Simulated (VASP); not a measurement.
# BN (Qingsongite) (F-43m) in VASP: settings compared, part 2 of 2

VASP 6.6.1. The steps go on from the part before.

## Step 5: Single point, r2SCAN (volume changed by -3%)

The input, POSCAR:

```
BN
1.0
    0.0000000000      1.7865927600      1.7865927600
    1.7865927600      0.0000000000      1.7865927600
    1.7865927600      1.7865927600      0.0000000000
B N
1 1
Direct
    0.0000000000      0.0000000000      0.0000000000
    0.2500000000      0.2500000000      0.2500000000
```

The input, INCAR.step1:

```
SYSTEM = BN
PREC = Accurate
ENCUT = 520
ISMEAR = 0
SIGMA = 0.01
LREAL = .FALSE.
LASPH = .TRUE.
NELM = 100
NBANDS = 11
GGA = PE
ALGO = Normal
EDIFF = 1E-4
LWAVE = .TRUE.
LCHARG = .FALSE.
```

The input, INCAR.step2:

```
SYSTEM = BN
PREC = Accurate
ENCUT = 520
EDIFF = 1E-6
ISMEAR = 0
SIGMA = 0.01
LREAL = .FALSE.
LASPH = .TRUE.
NELM = 100
ALGO = Normal
ISIF = 2
LWAVE = .FALSE.
LCHARG = .FALSE.
METAGGA = R2SCAN
LMIXTAU = .TRUE.
NBANDS = 11
ISTART = 1
```

The input, KPOINTS:

```
Automatic mesh
0
G
  10 10 10
  0 0 0
```

Potentials or basis: VASP PAW PBE potentials, release 64 (B, N).

Run with:

```sh
$ cat potpaw_PBE.64/B/POTCAR potpaw_PBE.64/N/POTCAR > POTCAR
$ cp INCAR.step1 INCAR
$ mpirun -np 1 vasp_std > vasp.out
$ cp INCAR.step2 INCAR
$ mpirun -np 1 vasp_std > vasp.out
```

OUTCAR:

```text
SYSTEM = BN
   PREC = Accurate
   ENCUT = 520
   EDIFF = 1E-6
   ISMEAR = 0
   LREAL = .FALSE.
   LASPH = .TRUE.
   NELM = 100
   ISIF = 2
   METAGGA = R2SCAN
   ISTART = 1

 ion  position               nearest neighbor table
   1  0.000  0.000  0.000-   2 1.55   2 1.55   2 1.55   2 1.55
   2  0.250  0.250  0.250-   1 1.55   1 1.55   1 1.55   1 1.55

  LATTYP: Found a face centered cubic cell.
 ALAT       =     3.5731855200

  Lattice vectors:

 A1 = (   0.0000000000,   1.7865927600,   1.7865927600)
 A2 = (   1.7865927600,   0.0000000000,   1.7865927600)
 A3 = (   1.7865927600,   1.7865927600,   0.0000000000)

Analysis of symmetry for initial positions (statically):
[... 5 lines left out ...]
 face centered cubic supercell.

 Subroutine GETGRP returns: Found 24 space group operations
 (whereof 24 operations were pure point group operations)
 out of a pool of 48 trial point group operations.

The static configuration has the point symmetry T_d .

Analysis of symmetry for dynamics (positions and initial velocities):
[... 5 lines left out ...]
 face centered cubic supercell.

 Subroutine GETGRP returns: Found 24 space group operations
 (whereof 24 operations were pure point group operations)
 out of a pool of 48 trial point group operations.

The dynamic configuration has the point symmetry T_d .

 Subroutine INISYM returns: Found 24 space group operations
 (whereof 24 operations are pure point group operations),
 and found     1 'primitive' translations

----------------------------------------------------------------------------------------

                                     Primitive cell

  volume of cell :      11.4053

  direct lattice vectors                    reciprocal lattice vectors
     0.000000000  1.786592760  1.786592760    -0.279862323  0.279862323  0.279862323
     1.786592760  0.000000000  1.786592760     0.279862323 -0.279862323  0.279862323
     1.786592760  1.786592760  0.000000000     0.279862323  0.279862323 -0.279862323

  length of vectors
     2.526623712  2.526623712  2.526623712     0.484735762  0.484735762  0.484735762

  position of ions in fractional coordinates (direct lattice)
     0.000000000  0.000000000  0.000000000
[... 101 lines left out ...]
  Thomas-Fermi vector in A             =   2.571709
   LORBIT       =      0    0 simple, 1 ext, 2 COOP (PROOUT), +10 PAW based schemes
   METAGGA = R2SCAN    functional components
   LHFCALC =     F    Hartree Fock is set to
   AEXX    =    0.0000 exact exchange contribution
   IVDW    =     0    specifies the selected vdW correction
   LEPSILON=     F    determine dielectric tensor
   LRPA    =     F    only Hartree local field effects (RPA)
 non-spin polarized calculation
 Gauss-broadening in eV      SIGMA  =   0.01
  energy-cutoff  :      520.00
  volume of cell :       11.41
 maximum number of plane-waves:       331
   NGX =  9   NGY =  9   NGZ =  9

 number of electron       7.9999998 magnetization

 Free energy of the ion-electron system (eV)
  ---------------------------------------------------
  ext. energy  EPLUGINS =         0.00000000
  ---------------------------------------------------
  free energy    TOTEN  =       -19.15444826 eV

  energy without entropy =      -19.15444826  energy(sigma->0) =      -19.15444826

 E-fermi :   7.8437     XC(G=0): -13.8326

 val. band max:        7.6778932509   @ k =   0.0000   0.0000   0.0000
 cond. band min:      12.6963760695   @ k =   0.5000   0.5000   0.0000
 fundamental gap:      5.0184828186
 Fermi energy:         7.8436714764

 k-point     1 :       0.0000    0.0000    0.0000
  band No.  band energies     occupation
      1     -14.0242      2.00000
      2       7.6779      2.00000
      3       7.6779      2.00000
      4       7.6779      2.00000
      5      17.3755      0.00000
      6      17.3755      0.00000
      7      17.3755      0.00000
      8      19.3468      0.00000
      9      34.5063      0.00000
     10      36.8563      0.00000
     11      36.8563      0.00000
[... 309 lines left out ...]
 k-point    24 :       0.4000    0.3000    0.0000
  band No.  band energies     occupation
      1     -10.0082      2.00000
      2       0.4136      2.00000
      3       2.8343      2.00000
      4       3.2954      2.00000
      5      14.4626      0.00000
      6      19.2136      0.00000
      7      24.7453      0.00000
      8      24.8316      0.00000
      9      29.2588      0.00000
     10      37.1225      0.00000
     11      41.4518      0.00000

 [... further k-points ...]
[... 5 lines left out ...]
  --------------------------------------------------------------------------------------
  -------------------------------------------------------------------------------------
  Total        0.9882740      0.9882740      0.9882740     -0.0000000     -0.0000000     -0.0000000
  in kB      138.8293302    138.8293302    138.8293302     -0.0000000     -0.0000000     -0.0000000
  external PRESSURE =     138.8293302 kB  Pullay stress =       0.0000000 kB

 VOLUME and BASIS-vectors are now :
 -----------------------------------------------------------------------------
  energy-cutoff  :      520.00
  volume of cell :       11.41
      direct lattice vectors                 reciprocal lattice vectors
     0.000000000  1.786592760  1.786592760    -0.279862323  0.279862323  0.279862323
     1.786592760  0.000000000  1.786592760     0.279862323 -0.279862323  0.279862323
     1.786592760  1.786592760  0.000000000     0.279862323  0.279862323 -0.279862323

 POSITION                                       TOTAL-FORCE (eV/Angst)
 -----------------------------------------------------------------------------------
      0.00000      0.00000      0.00000        -0.000000     -0.000000     -0.000000
      0.89330      0.89330      0.89330         0.000000      0.000000      0.000000
 -----------------------------------------------------------------------------------
    total drift:                                0.000000      0.000000      0.000000

  FREE ENERGIE OF THE ION-ELECTRON SYSTEM (eV)
  ---------------------------------------------------
  free  energy   TOTEN  =       -19.1544482559 eV

  energy  without entropy=      -19.1544482559  energy(sigma->0) =      -19.15444826
```

Run time: 22 s. Hardware: 1 thread of Intel Xeon Platinum 8488C (Sapphire Rapids), shared host; peak memory 0.12 GiB.

What came out:

| Property | Result |
| --- | --- |
| Free energy | -19.1544 eV |
| Pressure | 13.9 GPa |
| Band gap on the k mesh | 5.02 eV, indirect (least direct gap 9.70 eV) |

Levels at points of the mesh, in eV from the valence-band top:
```tsv
k point	band 1	band 2	band 3	band 4	band 5	band 6	band 7	band 8
(0.00, 0.00, 0.00)	-21.70	0.00	0.00	0.00	9.70	9.70	9.70	11.67
(0.50, 0.00, 0.00)	-17.23	-11.42	-2.08	-2.08	11.27	11.66	11.66	16.79
(0.50, 0.50, 0.00)	-15.76	-9.56	-5.28	-5.28	5.02	10.02	19.83	19.83
```

Caveat: the PAW data sets were made with another functional, which shifts forces and pressure a little.

## Step 6: The runs side by side

| level | cell | k mesh | gap on the mesh (eV) | pressure (GPa) |
| --- | --- | --- | --- | --- |
| PBE | a = 2.613 Å, angles 60.0°, 2 atoms | 10 × 10 × 10 | 4.39 | -19.4 |
| PBE | a = 2.552 Å, angles 60.0°, 2 atoms | 12 × 12 × 12 | 4.46 | 5.0 |
| r2SCAN | a = 2.500 Å, angles 60.0°, 2 atoms | 10 × 10 × 10 | 5.05 | 28.5 |
| r2SCAN | a = 2.527 Å, angles 60.0°, 2 atoms | 10 × 10 × 10 | 5.02 | 13.9 |

Alike in all rows: task single point; potentials or basis VASP PAW PBE potentials, release 64 (B, N); no spin polarisation; cutoff (eV) 520; smearing gaussian 0.01 eV.

Caveats: the PAW data sets were made with another functional, which shifts forces and pressure a little (some runs).

Absolute energies hang on the potentials; compare differences alone.
